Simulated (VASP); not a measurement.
Input of a VASP 6.6.1 run:

INCAR

```
SYSTEM = Sb
  PREC = Accurate
  ENCUT = 500
  EDIFF = 1E-6
  ISMEAR = 0
  SIGMA = 0.1
  LREAL = .FALSE.
  LASPH = .TRUE.
  NELM = 120
  ALGO = Normal
  ISIF = 2
  LWAVE = .FALSE.
  LCHARG = .FALSE.
  GGA = PE
  IVDW = 12
  NBANDS = 8
  GGA_COMPAT = .FALSE.
```

File KPOINTS:

```
Automatic mesh
0
G
  6 6 6
  0 0 0
```

POSCAR

```
Sb
1.0
   -1.8713408863      1.8713408863      1.8713408863
    1.8713408863     -1.8713408863      1.8713408863
    1.8713408863      1.8713408863     -1.8713408863
Sb
1
Direct
    0.0000000000      0.0000000000      0.0000000000
```

Potentials or basis: VASP PAW PBE potentials, release 64 (Sb).

Launch:

```console
$ cat potpaw_PBE.64/Sb/POTCAR > POTCAR
$ mpirun -np 1 vasp_std > vasp.out
```

(1) Predict the pressure.

(2) Predict the dispersion energy per atom.

## Answers

(1) 0.4 GPa.

(2) -0.539 eV.

Caveat: the k points lie up to 0.40 Å⁻¹ apart; pairwise dispersion overbinds metals, which lowers pressure and volume.
